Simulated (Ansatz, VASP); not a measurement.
# Two plane-wave programs on BN

```
B N
1.0
     2.55406    0.00000    0.00000
    -1.27703    2.21188    0.00000
     0.00000    0.00000    4.22388
B N
2 2
Direct
  0.33333 0.66667 0.99968
  0.66667 0.33333 0.49968
  0.33333 0.66667 0.37432
  0.66667 0.33333 0.87432
```

Alike in both runs: functional PBE; k mesh 9 × 9 × 6; occupations gaussian, width 0.02 eV; no spin polarisation.

Ansatz relaxed the structure, and its values are those at the end. VASP's run is a single point on that final structure, the one shown.

```csv
,VASP,Ansatz
version,VASP 6.6.1,Ansatz 0.2.0
potentials or method,"VASP PAW PBE potentials, release 64 (B, N), cutoff 520 eV","scalar-relativistic, plane waves, PAW"
valence electrons in the cell,16,16
```

```tsv
	VASP	Ansatz	Ansatz less VASP
gap on the k mesh at the Fermi level (eV)	5.21	5.22	+0.012
least direct gap on the mesh (eV)	8.23	8.23	+0.002
pressure (GPa)	0.4	0.0	-0.43
```

With one functional, cell and mesh, what is left measures potentials, basis and numerics.
